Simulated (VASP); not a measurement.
A run of VASP 6.6.1 is set up as follows.

INCAR

```
  ALGO = Normal
  EDIFF = 1E-7
  ENCUT = 520
  GGA = PE
  ISIF = 2
  ISMEAR = 0
  LASPH = True
  LCHARG = False
  LREAL = False
  LWAVE = False
  NBANDS = 44
  NELM = 80
  PREC = Accurate
  SIGMA = 0.2
```

File KPOINTS:

```
k-points
0
Gamma
  4 4 4
```

Contents of POSCAR:

```
Zr2Pb2O3
1.0
   -2.3006715833      2.3006715833      5.8159935307
    2.3006715833     -2.3006715833      5.8159935307
    2.3006715833      2.3006715833     -5.8159935307
Zr Pb O
2 2 3
Direct
    0.2540450519      0.2540450519      0.0000000000
    0.7459549481      0.7459549481      0.0000000000
    0.5000000000      0.0000000000      0.5000000000
    0.0000000000      0.5000000000      0.5000000000
    0.7500000000      0.2500000000      0.5000000000
    0.2500000000      0.7500000000      0.5000000000
    0.0000000000      0.0000000000      0.0000000000
```

Potentials or basis: VASP PAW PBE potentials, release 64 (Zr_sv, Pb_d, O).

Run with:

```bash
$ cat potpaw_PBE.64/Zr_sv/POTCAR potpaw_PBE.64/Pb_d/POTCAR potpaw_PBE.64/O/POTCAR > POTCAR
$ mpirun -np 1 vasp_std > vasp.out
```

Q: Estimate the largest force.

A: 0.033 eV/Å.

Q: Predict the pressure.

A: 0.0 GPa.

Q: Estimate the band gap on the k mesh.

A: Zero (band 35 reaches 9.01 eV, above the bottom of band 36 at 7.66 eV).

Stress tensor (GPa, compression positive):
```
-0.11  0.00  0.00
 0.00 -0.11  0.00
 0.00  0.00  0.09
```

Caveat: the k points lie up to 0.48 Å⁻¹ apart; spin-orbit coupling is left out, which moves the levels of the heavy elements.
